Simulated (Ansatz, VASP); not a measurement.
# Mg3Cd2Se5: VASP beside Ansatz

File INCAR:

```
PREC = Accurate ; ENCUT = 520
EDIFF = 1E-6 ; ISMEAR = 0
SIGMA = 0.1 ; LREAL = F
LASPH = T ; NELM = 100
ALGO = Normal ; ISIF = 2
LWAVE = F ; LCHARG = T
GGA = PE ; LELF = T
LVHAR = T ; NBANDS = 41
```

Contents of KPOINTS:

```
regular mesh
0
Gamma
  6 6 6
```

POSCAR

```
Mg3Cd2Se5
1.0
   -1.9803309689      3.4300338539      0.0000000000
   -3.9606619378      0.0000000000      0.0000000000
   -1.9803309689      1.1433446180     16.2054915000
Mg Cd Se
3 2 5
Direct
    0.0000000000      0.0000000000      0.0000000000
    0.3981740000      0.3981740000      0.8054780000
    0.6018260000      0.6018260000      0.1945220000
    0.7986100000      0.7986100000      0.6041700000
    0.2013900000      0.2013900000      0.3958300000
    0.6990530000      0.6990530000      0.9028410000
    0.0968860000      0.0968860000      0.7093420000
    0.5000000000      0.5000000000      0.5000000000
    0.9031140000      0.9031140000      0.2906580000
    0.3009470000      0.3009470000      0.0971590000
```

Input for Ansatz:

```yaml
crystal:
  lattice:
    - [-1.9803309689, 3.4300338539, 0.0]
    - [-3.9606619378, 0.0, 0.0]
    - [-1.9803309689, 1.143344618, 16.2054915]
  atoms:
    - { symbol: Mg, position: [0.0, 0.0, 0.0] }
    - { symbol: Mg, position: [0.398174, 0.398174, 0.805478] }
    - { symbol: Mg, position: [0.601826, 0.601826, 0.194522] }
    - { symbol: Cd, position: [0.79861, 0.79861, 0.60417] }
    - { symbol: Cd, position: [0.20139, 0.20139, 0.39583] }
    - { symbol: Se, position: [0.699053, 0.699053, 0.902841] }
    - { symbol: Se, position: [0.096886, 0.096886, 0.709342] }
    - { symbol: Se, position: [0.5, 0.5, 0.5] }
    - { symbol: Se, position: [0.903114, 0.903114, 0.290658] }
    - { symbol: Se, position: [0.300947, 0.300947, 0.097159] }
basis:
  ecutwfc: 420
kpoints:
  mp_grid: { grid: [6, 6, 6] }
hamiltonian:
  xc: pbe
scf:
  occupations: { method: gaussian, width: 0.1 }
  lower_state_search: "off"
output:
  forces: true
  stress: true
  eigenvalues: true
```

Alike in both runs: task single point; functional PBE; k mesh 6 × 6 × 6; occupations gaussian, width 0.1 eV; no spin polarisation.

```csv
,VASP,Ansatz
version,VASP 6.6.1,Ansatz 0.2.0
potentials or method,"VASP PAW PBE potentials, release 64 (Mg, Cd, Se), cutoff 520 eV","scalar-relativistic, plane waves, PAW"
valence electrons in the cell,60,150
```

|  | VASP | Ansatz | Ansatz less VASP |
| --- | --- | --- | --- |
| gap on the k mesh at the Fermi level (eV) | 0.44 | 0.45 | +0.014 |
| least direct gap on the mesh (eV) | 0.82 | 0.83 | +0.012 |
| pressure (GPa) | 0.1 | 0.0 | -0.08 |
| traceless stress, the component that is largest in VASP (GPa) | -0.06 | -0.07 | -0.010 |
| rms of the force components (eV/Å) | 0.011 | 0.002 | -0.0099 |

Atom by atom the forces differ by 0.010 eV/Å (rms over components). VASP's potentials hold 60 valence electrons a cell and Ansatz's 150, so a difference there can come from the potentials and not from the codes.
